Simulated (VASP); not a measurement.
# Bi (Pm-3m) in VASP: a series of runs, part 2 of 2

VASP 6.6.1.

## (5) Single point, PBE

This run uses another cell than the first one, of 36.91 Å³/atom, 0.997 times its volume.

File INCAR:

```
ALGO     = Fast           # electronic algorithm
EDIFF    = 1E-6           # SCF threshold, eV
ENCUT    = 520            # plane-wave cutoff, eV
GGA      = PE             # functional
ISIF     = 2              # what is computed and relaxed
ISMEAR   = 0              # smearing method
LASPH    = T              # aspherical terms in the spheres
LCHARG   = F              # write CHGCAR
LREAL    = F              # projectors in reciprocal space
LWAVE    = F              # write WAVECAR
NBANDS   = 30             # bands
NELM     = 100            # most SCF steps
PREC     = Accurate       # precision mode
SIGMA    = 0.1            # smearing width, eV
```

File KPOINTS:

```
k-points
0
Gamma
  10 10 10
```

File POSCAR:

```
Bi
1.0
    4.8022001166      0.0000000000      0.0000000000
    0.0000000000      4.8022001166      0.0000000000
    0.0000000000      0.0000000000      4.8022001166
Bi
3
Direct
    0.0000000000      0.5000000000      0.5000000000
    0.5000000000      0.0000000000      0.5000000000
    0.5000000000      0.5000000000      0.0000000000
```

Potentials or basis: VASP PAW PBE potentials, release 64 (Bi_d).

Run with:

```sh
$ cat potpaw_PBE.64/Bi_d/POTCAR > POTCAR
$ mpirun -np 1 vasp_std > vasp.out
```

OUTCAR:

```text
EDIFF = 1E-6
   ENCUT = 520
   GGA = PE
   ISIF = 2
   ISMEAR = 0
   LASPH = T
   LREAL = F
   NELM = 100
   PREC = Accurate

 ion  position               nearest neighbor table
   1  0.000  0.500  0.500-   2 3.40   3 3.40   3 3.40   2 3.40   2 3.40   3 3.40   3 3.40   2 3.40

   2  0.500  0.000  0.500-   1 3.40   3 3.40   3 3.40   1 3.40   3 3.40   3 3.40   1 3.40   1 3.40

   3  0.500  0.500  0.000-   1 3.40   2 3.40   1 3.40   2 3.40   2 3.40   2 3.40   1 3.40   1 3.40

  LATTYP: Found a simple cubic cell.
 ALAT       =     4.8022001166

  Lattice vectors:

 A1 = (   4.8022001166,   0.0000000000,   0.0000000000)
 A2 = (   0.0000000000,   4.8022001166,   0.0000000000)
 A3 = (   0.0000000000,   0.0000000000,   4.8022001166)

Analysis of symmetry for initial positions (statically):
=====================================================================
 Subroutine PRICEL returns:
 Original cell was already a primitive cell.

 Routine SETGRP: Setting up the symmetry group for a
 simple cubic supercell.

[... 166 lines left out ...]
  free energy    TOTEN  =       -11.24711672 eV

  energy without entropy =      -11.23618876  energy(sigma->0) =      -11.24165274

 E-fermi :   5.8847     XC(G=0):  -9.2670

 val. band max:        5.8780621097   @ k =   0.5000   0.1000   0.0000
 cond. band min:       5.8883455100   @ k =   0.2000   0.1000   0.1000
 fundamental gap:      0.0102834003
 Fermi energy:         5.8847342273

 k-point     1 :       0.0000    0.0000    0.0000
  band No.  band energies     occupation
      1     -17.0681      2.00000
      2     -17.0681      2.00000
      3     -17.0681      2.00000
      4     -17.0405      2.00000
      5     -16.9551      2.00000
      6     -16.9551      2.00000
[... 781 lines left out ...]
     29      12.8776      0.00000
     30      13.2352      0.00000

 [... further k-points ...]

------------------------ aborting loop because EDIFF is reached ----------------------------------------

  FORCE on cell =-STRESS in cart. coord.  units (eV):
  Direction    XX          YY          ZZ          XY          YZ          ZX
  --------------------------------------------------------------------------------------
  -------------------------------------------------------------------------------------
  Total       -0.0342056     -0.0342056     -0.0342056     -0.0000000      0.0000000     -0.0000000
  in kB       -0.4948655     -0.4948655     -0.4948655     -0.0000000      0.0000000     -0.0000000
  external PRESSURE =      -0.4948655 kB  Pullay stress =       0.0000000 kB

 VOLUME and BASIS-vectors are now :
 -----------------------------------------------------------------------------
  energy-cutoff  :      520.00
  volume of cell :      110.74
      direct lattice vectors                 reciprocal lattice vectors
     4.802200117  0.000000000  0.000000000     0.208237886  0.000000000  0.000000000
     0.000000000  4.802200117  0.000000000     0.000000000  0.208237886  0.000000000
     0.000000000  0.000000000  4.802200117     0.000000000  0.000000000  0.208237886

 POSITION                                       TOTAL-FORCE (eV/Angst)
 -----------------------------------------------------------------------------------
      0.00000      2.40110      2.40110         0.000000      0.000000      0.000000
      2.40110      0.00000      2.40110         0.000000      0.000000      0.000000
      2.40110      2.40110      0.00000         0.000000      0.000000      0.000000
 -----------------------------------------------------------------------------------
    total drift:                                0.000000      0.000000      0.000000

  FREE ENERGIE OF THE ION-ELECTRON SYSTEM (eV)
  ---------------------------------------------------
  free  energy   TOTEN  =       -11.2471167174 eV

  energy  without entropy=      -11.2361887640  energy(sigma->0) =      -11.24165274
```

OSZICAR:

```text
N       E                     dE             d eps       ncg     rms          rms(c)
DAV:   1     0.507346874548E+03    0.50735E+03   -0.23543E+04  3360   0.176E+03
DAV:   2     0.396704018196E+02   -0.46768E+03   -0.45844E+03  3360   0.491E+02
DAV:   3    -0.915006737672E+01   -0.48820E+02   -0.47912E+02  4004   0.177E+02
DAV:   4    -0.111398203971E+02   -0.19898E+01   -0.19866E+01  3792   0.388E+01
DAV:   5    -0.112481967061E+02   -0.10838E+00   -0.10837E+00  4964   0.805E+00    0.802E-01
RMM:   6    -0.112433639833E+02    0.48327E-02   -0.30570E-02  3607   0.160E+00    0.488E-01
RMM:   7    -0.112458553973E+02   -0.24914E-02   -0.23102E-02  3605   0.127E+00    0.144E-01
RMM:   8    -0.112468953233E+02   -0.10399E-02   -0.55554E-03  4084   0.760E-01    0.273E-02
RMM:   9    -0.112470766342E+02   -0.18131E-03   -0.17553E-03  5491   0.299E-01    0.202E-02
RMM:  10    -0.112471059552E+02   -0.29321E-04   -0.25513E-04  4131   0.141E-01    0.589E-03
RMM:  11    -0.112471162421E+02   -0.10287E-04   -0.13904E-04  5564   0.787E-02    0.596E-03
RMM:  12    -0.112471166451E+02   -0.40298E-06   -0.13738E-05  4026   0.338E-02    0.231E-03
RMM:  13    -0.112471167174E+02   -0.72327E-07   -0.63984E-06  3185   0.168E-02
   1 F= -.11247117E+02 E0= -.11241653E+02  d E =-.109280E-01
```

stdout:

```text
POSCAR found type information on POSCAR Bi
 POSCAR found :  1 types and       3 ions
 scaLAPACK will be used
 LDA part: xc-table for (Slater+PW92), standard interpolation
 POSCAR, INCAR and KPOINTS ok, starting setup
 FFT: planning ... GRIDC
 FFT: planning ... GRID_SOFT
 FFT: planning ... GRID
 WAVECAR not read
 entering main loop
```

Run time: 2 min. Hardware: 1 thread of AMD EPYC 7R43 (Zen 3), shared host; peak memory 0.25 GiB.

Results:

| Quantity | Value |
| --- | --- |
| Free energy | -11.2471 eV |
| Pressure | 0.0 GPa |

Caveat: spin-orbit coupling is left out, which moves the levels of the heavy elements.

## (6) Relaxation of cell and atoms, PBE

File INCAR:

```
PREC = Accurate
ENCUT = 600
EDIFF = 1E-6
ISMEAR = 0
SIGMA = 0.1
LREAL = F
LASPH = T
NELM = 100
ALGO = Fast
ISIF = 3
LWAVE = F
LCHARG = F
GGA = PE
IBRION = 2
NSW = 100
EDIFFG = -0.01
```

File KPOINTS:

```
regular mesh
0
Gamma
  10 10 10
```

File POSCAR:

```
Bi
1.0
    4.8066129648      0.0000000000      0.0000000000
    0.0000000000      4.8066129648      0.0000000000
    0.0000000000      0.0000000000      4.8066129648
Bi
3
Direct
    0.0000000000      0.5000000000      0.5000000000
    0.5000000000      0.0000000000      0.5000000000
    0.5000000000      0.5000000000      0.0000000000
```

Potentials or basis: VASP PAW PBE potentials, release 64 (Bi_d).

Run with:

```sh
$ cat potpaw_PBE.64/Bi_d/POTCAR > POTCAR
$ mpirun -np 1 vasp_std > vasp.out
```

Run time: 5.8 min. Hardware: 1 thread of AMD EPYC 7R43 (Zen 3), shared host; peak memory 0.32 GiB.

The run converged. Its results:

```
Free energy                            : -11.2472 eV
Relaxed volume                         : 36.94 Å³/atom
Relaxed cell                           : a = 4.803 Å, b = 4.803 Å, c = 4.803 Å, α = 90.00°, β = 90.00°, γ = 90.00°
Space group after relaxing (to 0.05 Å) : Pm-3m (No. 221)
Energy gained by relaxing              : 0.0 meV/atom
Ionic steps                            : 3
Pressure after relaxing                : 0.0 GPa
```

Final structure:
```yaml
crystal:
  lattice:
    - [4.80322, 0.00000, 0.00000]
    - [0.00000, 4.80322, 0.00000]
    - [0.00000, 0.00000, 4.80322]
  atoms:
    - { symbol: Bi, position: [0.00000, 0.50000, 0.50000] }
    - { symbol: Bi, position: [0.50000, 0.00000, 0.50000] }
    - { symbol: Bi, position: [0.50000, 0.50000, 0.00000] }
```

Levels at points of the mesh, in eV from the Fermi level:
```tsv
k point	band 18	band 19	band 20	band 21	band 22	band 23	band 24	band 25	band 26	band 27
(0.00, 0.00, 0.00)	-9.04	-3.45	-3.45	-3.45	1.38	1.38	1.38	2.25	3.64	3.64
(0.50, 0.00, 0.00)	-8.94	-2.41	-2.41	-0.91	-0.47	-0.47	-0.23	-0.13	3.10	3.10
(0.50, 0.50, 0.00)	-10.67	-3.88	-2.56	-0.76	-0.28	-0.28	-0.23	-0.23	4.19	4.78
(0.50, 0.50, 0.50)	-10.41	-5.56	-3.62	-3.62	-3.62	2.41	4.32	4.32	4.95	4.95
```

Caveat: spin-orbit coupling is left out, which moves the levels of the heavy elements.

## (7) Summary

```tsv
task	cell	k mesh	cutoff (eV)	gap on the mesh (eV)	pressure (GPa)	relaxed volume (Å³/atom)
single point	a = 4.807 Å, 3 atoms	4 × 4 × 4	520	none	-0.1	-
single point	a = 4.879 Å, 3 atoms	4 × 4 × 4	520	none	-1.8	-
relaxation of cell and atoms	relaxed from a = 4.879 Å, 3 atoms	4 × 4 × 4	600	none	0.0	36.97
single point	a = 4.802 Å, 3 atoms	10 × 10 × 10	520	none	0.0	-
relaxation of cell and atoms	relaxed from a = 4.807 Å, 3 atoms	10 × 10 × 10	600	none	0.0	36.94
```

Alike in all rows: level PBE; potentials or basis VASP PAW PBE potentials, release 64 (Bi_d); no spin polarisation; smearing gaussian 0.1 eV.

Caveats: spin-orbit coupling is left out, which moves the levels of the heavy elements.

Absolute energies hang on the potentials; compare differences alone.
